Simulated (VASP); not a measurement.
Input of a VASP 6.6.1 run:

INCAR

```
SYSTEM = Al16P
ALGO = Normal ; EDIFF = 1E-6
ENCUT = 520 ; ISIF = 2
ISMEAR = -1 ; LASPH = .True.
LCHARG = .False. ; LREAL = Auto
LWAVE = .False. ; NBANDS = 40
NELM = 80 ; PREC = Accurate
SIGMA = 0.05
```

Contents of KPOINTS:

```
k-points
0
Gamma
  2 3 1
  0 0 0
```

File POSCAR:

```
Al16P
1.0
    8.1000000000      0.0000000000      0.0000000000
    0.0000000000      5.7275650000      0.0000000000
    0.0000000000      0.0000000000     15.2956740000
Al P
16 1
Direct
    0.2500000000      0.2499999564      0.0653780278
    0.7500000000      0.2499999564      0.0653780278
    0.2500000000      0.7500000436      0.0653780278
    0.7500000000      0.7500000436      0.0653780278
   -0.0034569136     -0.0000439978      0.1441147347
    0.5035209877     -0.0000441723      0.1441218609
   -0.0070930864      0.4999386301      0.1436514664
    0.5072623457      0.4999382809      0.1436817364
    0.2502335802      0.2600031602      0.2384618684
    0.7501880247      0.2620101212      0.2427988463
    0.2502350617      0.7393412384      0.2384627183
    0.7501882716      0.7372984855      0.2427987155
    0.0239859259     -0.0003535534      0.3194898767
    0.4762346914     -0.0003477918      0.3194886999
    0.0124781481      0.4996481053      0.3243335992
    0.4879546914      0.4996503750      0.3243624962
    0.7502859259      0.9996148451      0.3687097411
```

Potentials or basis: VASP PAW LDA potentials, release 64 (Al, P).

The run is started by

```bash
$ cat potpaw_LDA.64/Al/POTCAR potpaw_LDA.64/P/POTCAR > POTCAR
$ mpirun -np 1 vasp_std > vasp.out
```

**Question.** Estimate the largest force.

**Answer.** 0.381 eV/Å.

Forces in eV/Å, atoms in the order of the input:
```
Al   0.001 -0.356 -0.138
Al   0.002  0.109  0.137
Al   0.001  0.354 -0.138
Al   0.002 -0.111  0.137
Al  -0.004  0.000 -0.003
Al   0.005  0.000 -0.004
Al  -0.004  0.000  0.006
Al   0.005  0.000  0.007
Al  -0.004  0.000  0.004
Al  -0.002  0.002 -0.007
Al  -0.004  0.000  0.004
Al  -0.002 -0.001 -0.007
Al   0.020  0.001 -0.022
Al  -0.001  0.001 -0.012
Al  -0.017  0.001 -0.005
Al   0.018  0.000 -0.005
P   -0.016 -0.001  0.047
```

Caveat: the k points lie up to 0.39 Å⁻¹ apart.
